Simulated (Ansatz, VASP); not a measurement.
**Ti: VASP beside Ansatz**

```
Ti
1.0
    -0.10150    2.03000    2.03000
     2.03000   -0.10150    2.03000
     1.92850    1.92850    0.00000
Ti
1
Direct
  0.00000 0.00000 0.00000
```

Change from the starting cell: strain -0.1000 x Voigt [0, 0, 0, 0, 0, 1], atoms carried along.

Alike in both runs: task single point; functional PBEsol; k mesh 20 × 20 × 20; occupations gaussian, width 0.15 eV; no spin polarisation.

|  | VASP | Ansatz |
| --- | --- | --- |
| version | VASP 6.6.1 | Ansatz 0.2.0 |
| potentials or method | VASP PAW PBE potentials, release 64 (Ti_sv), cutoff 520 eV | scalar-relativistic, plane waves, PAW |
| valence electrons in the cell | 12 | 12 |

```tsv
	VASP	Ansatz	Ansatz less VASP
gap on the k mesh at the Fermi level (eV)	none	none	-
pressure (GPa)	-0.2	0.1	+0.29
traceless stress, the component that is largest in VASP (GPa)	5.54	5.58	+0.044
```

VASP's potentials were made for PBE, not for PBEsol. A gap of «none» marks a metal or a gap that the smearing closes.
